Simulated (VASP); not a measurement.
Wanted: the native input for a VASP 6.6.1 run.

| Item | Value |
| --- | --- |
| Task | single point |
| Functional | LDA |
| Potentials or basis | VASP PAW LDA potentials, release 64 (W_sv) |
| Cutoff | 520 eV |
| k mesh | 22 × 22 × 22 |
| Occupations | gaussian, width 0.15 eV |
| Spin | no spin polarisation |
| Dipole correction | no |
| Further INCAR settings | ALGO = Fast; EDIFF = 1e-06; NBANDS = 13 |

The structure of W lies in POSCAR:

```
W
1.0
    0.0000000000      1.8775619433      2.0812774142
    1.8775619433      0.0000000000      2.0812774142
    1.8775619433      1.8775619433      0.0000000000
W
1
Direct
    0.0000000000      0.0000000000      0.0000000000
```

The input as run:

INCAR

```
SYSTEM = W
PREC = Accurate
ENCUT = 520
EDIFF = 1E-6
ISMEAR = 0
SIGMA = 0.15
LREAL = .FALSE.
LASPH = .TRUE.
NELM = 60
ALGO = Fast
ISIF = 2
LWAVE = .FALSE.
LCHARG = .TRUE.
LELF = .TRUE.
LVHAR = .TRUE.
NBANDS = 13
```

KPOINTS

```
Automatic mesh
0
G
  22 22 22
  0 0 0
```

Potentials or basis: VASP PAW LDA potentials, release 64 (W_sv).

The run is started by

```bash
$ cat potpaw_LDA.64/W_sv/POTCAR > POTCAR
$ mpirun -np 1 vasp_std > vasp.out
```

It gave:

* Pressure: 26.7 GPa
* Band gap on the k mesh: zero (bands 7 and 8 overlap by 5.15 eV)

Caveat: the stress differs along the axes, from 23 to 34 GPa; spin-orbit coupling is left out, which moves the levels of the heavy elements.

Wall time 3.5 min on 1 thread of Intel Xeon 8259CL, on a shared host, peak memory 0.25 GiB.
